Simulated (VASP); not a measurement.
Wanted: the native input for a VASP 6.6.1 run.

```yaml
Task: single point
Functional: BLYP
Dispersion: D4
Potentials_or_basis: VASP PAW PBE potentials, release 64 (Ba_sv, Ti_sv, O)
Cutoff: 520 eV
k_mesh: 7 × 7 × 7
Occupations: fermi-dirac, width 0.05 eV
Spin: no spin polarisation
Dipole_correction: no
Further_INCAR_settings: ALGO = Normal; EDIFF = 1e-06; NBANDS = 28
```

The structure of BaTiO3 lies in POSCAR:

```
BaTiO3
1.0
    3.9181485176      0.0000000000      0.0000000000
    0.0000000000      3.9181485176      0.0000000000
    0.0000000000      0.0000000000      3.9359769848
Ba Ti O
1 1 3
Direct
    0.0000000000      0.0000000000      0.0000000000
    0.5000000000      0.5000000000      0.4900000000
    0.0000000000      0.5000000000      0.5170000000
    0.5000000000      0.0000000000      0.5170000000
    0.5000000000      0.5000000000      0.0190000000
```

The input as run:

INCAR

```
SYSTEM = BaTiO3
PREC = Accurate
ENCUT = 520
EDIFF = 1E-6
ISMEAR = -1
SIGMA = 0.05
LREAL = .FALSE.
LASPH = .TRUE.
NELM = 100
ALGO = Normal
ISIF = 2
LWAVE = .FALSE.
LCHARG = .FALSE.
GGA = B5
ALDAX = 1.0
AGGAX = 1.0
AGGAC = 1.0
ALDAC = 0.0
IVDW = 13
VDW_S6 = 1.0
VDW_S8 = 2.34076671
VDW_A1 = 0.44488865
VDW_A2 = 4.0933009
NBANDS = 28
```

KPOINTS

```
regular mesh
0
G
  7 7 7
  0 0 0
```

Potentials or basis: VASP PAW PBE potentials, release 64 (Ba_sv, Ti_sv, O).

Command:

```sh
$ cat potpaw_PBE.64/Ba_sv/POTCAR potpaw_PBE.64/Ti_sv/POTCAR potpaw_PBE.64/O/POTCAR > POTCAR
$ mpirun -np 1 vasp_std > vasp.out
```

Results of the run:

```json
{
 "Pressure": "17.2 GPa",
 "Largest force": "0.256 eV/Å",
 "Band gap on the k mesh": "2.03 eV, indirect (least direct gap 2.16 eV)",
 "Dispersion energy per atom": "-0.427 eV"
}
```

Caveat: the PAW data sets were made with another functional, which shifts forces and pressure a little; spin-orbit coupling is left out, which moves the levels of the heavy elements.

Wall time 54 s on 1 thread of Intel(R) Xeon(R) 6975P-C (Granite Rapids), with other jobs on the host, peak memory 0.21 GiB.
